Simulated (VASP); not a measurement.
Here is a VASP 6.6.1 calculation.

INCAR

```
SYSTEM = Ir
ALGO     = Normal         ! electronic algorithm
EDIFF    = 1E-6           ! SCF threshold, eV
ENCUT    = 500            ! plane-wave cutoff, eV
GGA      = CA             ! functional
GGA_COMPAT= .FALSE.      
ISIF     = 2              ! what is computed and relaxed
ISMEAR   = 0              ! smearing method
LASPH    = .TRUE.         ! aspherical terms in the spheres
LCHARG   = .FALSE.        ! write CHGCAR
LREAL    = .FALSE.        ! projectors in reciprocal space
LWAVE    = .FALSE.        ! write WAVECAR
NBANDS   = 16             ! bands
NELM     = 120            ! most SCF steps
PREC     = Accurate       ! precision mode
SIGMA    = 0.15           ! smearing width, eV
```

The input KPOINTS:

```
k-points
0
G
  18 18 10
  0 0 0
```

Contents of POSCAR:

```
Ir
1.0
    2.6782000000      0.0000000000      0.0000000000
   -1.3391000000      2.3193892364      0.0000000000
    0.0000000000      0.0000000000      4.3862420605
Ir
2
Direct
    0.6666666667      0.3333333333      0.7500000000
    0.3333333333      0.6666666667      0.2500000000
```

Potentials or basis: VASP PAW LDA potentials, release 64 (Ir).

Run with:

```sh
$ cat potpaw_LDA.64/Ir/POTCAR > POTCAR
$ mpirun -np 1 vasp_std > vasp.out
```

Problem. Predict the pressure.

Solution. 11.3 GPa.

Problem. Predict the band gap on the k mesh.

Solution. Zero (bands 9 and 10 overlap by 3.63 eV).

Stress tensor (GPa, compression positive):
```
12.77  0.00  0.00
 0.00 12.77  0.00
 0.00  0.00  8.41
```

Caveat: the cell stands under pressure; spin-orbit coupling is left out, which moves the levels of the heavy elements.
